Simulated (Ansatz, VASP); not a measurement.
Two plane-wave programs on SiGeW3

The input INCAR:

```
SYSTEM = SiGeW3
  PREC = Accurate
  ENCUT = 520
  EDIFF = 1E-7
  ISMEAR = 0
  SIGMA = 0.1
  LREAL = .False.
  LASPH = .True.
  NELM = 60
  ALGO = Fast
  ISIF = 2
  LWAVE = .False.
  LCHARG = .True.
  GGA = PE
  LELF = .True.
  LVHAR = .True.
  NBANDS = 38
```

The input KPOINTS:

```
Automatic mesh
0
Gamma
  8 8 8
  0 0 0
```

The input POSCAR:

```
SiGeW3
1.0
    4.5306203890      0.0000000000      0.0000000000
    0.0000000000      4.5306203890      0.0000000000
    0.0000000000      0.0000000000      4.4420549000
Si Ge W
1 1 3
Direct
    0.5000000000      0.5000000000      0.0000000000
    0.5000000000      0.5000000000      0.5000000000
    0.5000000000      0.0000000000      0.0000000000
    0.0000000000      0.5000000000      0.0000000000
    0.0000000000      0.0000000000      0.5000000000
```

Input for Ansatz:

```yaml
crystal:
  lattice:
    - [4.530620389, 0.0, 0.0]
    - [0.0, 4.530620389, 0.0]
    - [0.0, 0.0, 4.4420549]
  atoms:
    - { symbol: Si, position: [0.5, 0.5, 0.0] }
    - { symbol: Ge, position: [0.5, 0.5, 0.5] }
    - { symbol: W, position: [0.5, 0.0, 0.0] }
    - { symbol: W, position: [0.0, 0.5, 0.0] }
    - { symbol: W, position: [0.0, 0.0, 0.5] }
basis:
  ecutwfc: 420
kpoints:
  mp_grid: { grid: [8, 8, 8] }
  band_path:
    path:
      - [[0.0, 0.0, 0.0], [0.0, 0.5, 0.0], [0.5, 0.5, 0.0], [0.0, 0.0, 0.0], [0.0, 0.0, 0.5], [0.0, 0.5, 0.5], [0.5, 0.5, 0.5], [0.0, 0.0, 0.5]]
      - [[0.0, 0.5, 0.0], [0.0, 0.5, 0.5]]
      - [[0.5, 0.5, 0.0], [0.5, 0.5, 0.5]]
    npoints: 14
hamiltonian:
  xc: pbe
scf:
  occupations: { method: gaussian, width: 0.1 }
  n_extra_bands: 12
output:
  forces: true
  stress: true
  eigenvalues: true
  populations: true
  dos: { projected: true, de: 0.02, nscf_kmesh: { grid: [10, 10, 10] } }
  bader: true
```

Alike in both runs: task single point; functional PBE; k mesh 8 × 8 × 8; occupations gaussian, width 0.1 eV; no spin polarisation.

|  | VASP | Ansatz |
| --- | --- | --- |
| version | VASP 6.6.1 | Ansatz 0.2.0 |
| potentials or method | VASP PAW PBE potentials, release 64 (Si, Ge_d, W_sv), cutoff 520 eV | scalar-relativistic, plane waves, PAW |
| valence electrons in the cell | 60 | 60 |

```tsv
	VASP	Ansatz	Ansatz less VASP
gap on the k mesh at the Fermi level (eV)	none	none	-
pressure (GPa)	0.1	0.0	-0.06
traceless stress, the component that is largest in VASP (GPa)	-0.15	0.00	+0.148
```

A gap of «none» marks a metal or a gap that the smearing closes. The functional is the same, so the differences come from potentials, cutoffs and numerics.

Neither program's run includes spin-orbit coupling.
